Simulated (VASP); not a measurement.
A run of VASP 6.6.1:

File INCAR:

```
  ALGO = Normal
  EDIFF = 1E-6
  ENCUT = 520
  GGA = PS
  ISIF = 2
  ISMEAR = 0
  LASPH = True
  LCHARG = True
  LELF = True
  LREAL = False
  LVHAR = True
  LWAVE = False
  NBANDS = 20
  NELM = 60
  PREC = Accurate
  SIGMA = 0.05
```

The input KPOINTS:

```
k-points
0
Gamma
  12 12 2
```

Contents of POSCAR:

```
WS2
1.0
    3.3030650360      0.0000000000      0.0000000000
   -1.6515325180      2.8605382316      0.0000000000
    0.0000000000      0.0000000000     16.9534210846
W S
1 2
Direct
    0.3333333333      0.6666666667      0.0000000000
    0.6666666667      0.3333333333      0.9075761491
    0.6666666667      0.3333333333      0.0924238509
```

Potentials or basis: VASP PAW PBE potentials, release 64 (W_sv, S).

Command:

```bash
$ cat potpaw_PBE.64/W_sv/POTCAR potpaw_PBE.64/S/POTCAR > POTCAR
$ mpirun -np 1 vasp_std > vasp.out
```

Hardware: 1 thread of Intel(R) Xeon(R) Platinum 8488C (Sapphire Rapids), on a shared host.

Q: How long does it take, and how much memory?

A: Run time: 2.8 min on 1 thread of Intel(R) Xeon(R) Platinum 8488C (Sapphire Rapids), with other jobs on the host, peak memory 0.35 GiB. Counts: scf iterations 21, k points 38.
